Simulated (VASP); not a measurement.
HfH6, 7 atoms in the cell. Symmetry: Pm-3m, No. 221, cubic system. Conventional cell: a = 5.202 Å, b = 5.202 Å, c = 5.202 Å, α = 90.00°, β = 90.00°, γ = 90.00°. Within 2.7 Å of Hf (site symmetry m-3m) lie 6 H at 2.05 Å. Within 1.5 Å of H (site symmetry 4mm) lie 1 H at 1.10 Å. 

```yaml
Program: VASP 6.6.1
Task: relaxation of cell and atoms
Functional: PBE
Potentials_or_basis: VASP PAW PBE potentials, release 64 (Hf_pv, H)
Cutoff: 600 eV
k_mesh: 8 × 8 × 8
Occupations: gaussian, width 0.1 eV
Spin: no spin polarisation
Dipole_correction: no
Further_INCAR_settings: ALGO = Normal; EDIFF = 1e-06; IBRION = 2; EDIFFG = -0.01; NSW = 100; ISIF = 3
```

Potentials or basis: VASP PAW PBE potentials, release 64 (Hf_pv, H).

Command:

```bash
$ cat potpaw_PBE.64/Hf_pv/POTCAR potpaw_PBE.64/H/POTCAR > POTCAR
$ mpirun -np 1 vasp_std > vasp.out
```

Hardware: 1 thread of Intel(R) Xeon(R) Platinum 8259CL CPU @ 2.50GHz (Skylake/Cascade Lake) (shared host).

Task: How long does it take, and how much memory?

Result: Run time: 3.1 min on 1 thread of Intel(R) Xeon(R) Platinum 8259CL CPU @ 2.50GHz (Skylake/Cascade Lake) (shared host), peak memory 0.32 GiB. Counts: scf iterations 46, k points 35, ion steps 6.
